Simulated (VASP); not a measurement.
A run of VASP 6.6.1:

Contents of INCAR:

```
SYSTEM = SiNi
ALGO = Normal ; EDIFF = 1E-6
ENCUT = 600 ; GGA = PE
GGA_COMPAT = .False. ; ISIF = 2
ISMEAR = 0 ; LASPH = .True.
LCHARG = .False. ; LREAL = .False.
LWAVE = .False. ; NBANDS = 38
NELM = 120 ; PREC = Accurate
SIGMA = 0.1
```

Contents of KPOINTS:

```
k-points
0
Gamma
  8 10 6
  0 0 0
```

Contents of POSCAR:

```
SiNi
1.0
    5.1538617649      0.0000000000      0.0000000000
    0.0000000000      3.3757393702      0.0000000000
    0.0000000000      0.0000000000      5.6180742778
Ni Si
4 4
Direct
    0.0082911945      0.2500000000      0.1884621565
    0.4917088055      0.7500000000      0.6884621565
    0.9917088055      0.7500000000      0.8115378435
    0.5082911945      0.2500000000      0.3115378435
    0.1787281758      0.2500000000      0.5841324697
    0.3212718242      0.7500000000      0.0841324697
    0.8212718242      0.7500000000      0.4158675303
    0.6787281758      0.2500000000      0.9158675303
```

Potentials or basis: VASP PAW PBE potentials, release 64 (Ni, Si).

Launch:

```bash
$ cat potpaw_PBE.64/Ni/POTCAR potpaw_PBE.64/Si/POTCAR > POTCAR
$ mpirun -np 1 vasp_std > vasp.out
```

Hardware: 1 thread of Oxide Virtual Turin-like Processor, on a shared host.

Task: Estimate the wall time of this run.

Result: Wall time 9.9 min on 1 thread of Oxide Virtual Turin-like Processor, with other jobs on the host, peak memory 0.48 GiB. Counts: scf iterations 15, k points 120.
